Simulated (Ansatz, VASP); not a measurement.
**AlRu in VASP and in Ansatz**

INCAR

```
SYSTEM = AlRu
ALGO     = Fast           ! electronic algorithm
EDIFF    = 1E-7           ! SCF threshold, eV
ENCUT    = 520            ! plane-wave cutoff, eV
GGA      = PE             ! functional
ISIF     = 2              ! what is computed and relaxed
ISMEAR   = 0              ! smearing method
LASPH    = .TRUE.         ! aspherical terms in the spheres
LCHARG   = .TRUE.         ! write CHGCAR
LELF     = .TRUE.         ! ELF
LREAL    = .FALSE.        ! projectors in reciprocal space
LVHAR    = .TRUE.       
LWAVE    = .FALSE.        ! write WAVECAR
NBANDS   = 16             ! bands
NELM     = 60             ! most SCF steps
PREC     = Accurate       ! precision mode
SIGMA    = 0.15           ! smearing width, eV
```

The input KPOINTS:

```
k-points
0
G
  16 16 16
  0 0 0
```

POSCAR

```
AlRu
1.0
    2.9916000000      0.0000000000      0.0785295000
    0.0000000000      2.9916000000      0.0000000000
    0.0785295000      0.0000000000      2.9916000000
Al Ru
1 1
Direct
    0.0000000000      0.0000000000      0.0000000000
    0.5000000000      0.5000000000      0.5000000000
```

Input for Ansatz:

```yaml
crystal:
  lattice:
    - [2.9916, 0.0, 0.0785295]
    - [0.0, 2.9916, 0.0]
    - [0.0785295, 0.0, 2.9916]
  atoms:
    - { symbol: Al, position: [0.0, 0.0, 0.0] }
    - { symbol: Ru, position: [0.5, 0.5, 0.5] }
basis:
  ecutwfc: 420
kpoints:
  mp_grid: { grid: [16, 16, 16] }
hamiltonian:
  xc: pbe
scf:
  occupations: { method: gaussian, width: 0.15 }
output:
  forces: true
  stress: true
  eigenvalues: true
  write_density: true
  write_potential: true
  elf: true
  volumetric_format: npy
```

Change from the starting cell: strain +0.0525 x Voigt [0, 0, 0, 0, 1, 0], atoms carried along.

Alike in both runs: task single point; functional PBE; k mesh 16 × 16 × 16; occupations gaussian, width 0.15 eV; no spin polarisation.

```csv
,VASP,Ansatz
version,VASP 6.6.1,Ansatz 0.2.0
potentials or method,"VASP PAW PBE potentials, release 64 (Al, Ru_pv), cutoff 520 eV","scalar-relativistic, plane waves, PAW"
valence electrons in the cell,17,19
```

```tsv
	VASP	Ansatz	Ansatz less VASP
gap on the k mesh at the Fermi level (eV)	none	none	-
pressure (GPa)	3.2	3.2	+0.04
traceless stress, the component that is largest in VASP (GPa)	-6.82	-6.81	+0.009
```

A gap of «none» marks a metal or a gap that the smearing closes. VASP's potentials hold 17 valence electrons a cell and Ansatz's 19, so a difference there can come from the potentials and not from the codes.
